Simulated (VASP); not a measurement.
AlN: single point with PBEsol

Crystal: AlN.

```xyz
4
Lattice="3.4006 0.0000 0.0000 -1.7003 2.9450 0.0000 0.0000 0.0000 3.9756" Properties=species:S:1:pos:R:3 pbc="T T T"
Al    0.0000    1.9633    2.9817
Al    1.7003    0.9817    0.9939
N     0.0000    1.9633    0.9939
N     1.7003    0.9817    2.9817
```

* Program: VASP 6.6.1
* Task: single point
* Functional: PBEsol
* Potentials or basis: VASP PAW PBE potentials, release 64 (Al, N)
* Cutoff: 520 eV
* k mesh: 9 × 9 × 6
* Occupations: gaussian, width 0.05 eV
* Spin: no spin polarisation

```yaml
Pressure: -3.6 GPa
Band_gap_on_the_k_mesh: 3.41 eV, direct
```

Stress tensor (GPa, compression positive):
```
-8.58  0.00  0.00
 0.00 -8.58  0.00
 0.00  0.00  6.26
```

Levels at points of the mesh, in eV from the valence-band top:
| k point | band 6 | band 7 | band 8 | band 9 | band 10 | band 11 |
| --- | --- | --- | --- | --- | --- | --- |
| (0.00, 0.00, 0.00) | -1.11 | -1.11 | 0.00 | 3.41 | 4.47 | 8.11 |
| (0.00, 0.00, 0.50) | -2.19 | -2.19 | -2.19 | 5.86 | 5.86 | 8.16 |

Wall time 49 s on 1 thread of Intel Xeon 8259CL (shared host), peak memory 0.17 GiB.

Caveat: the PAW data sets were made with another functional, which shifts forces and pressure a little. Expect the measured gap to be larger: semilocal functionals such as PBEsol lack the derivative discontinuity.
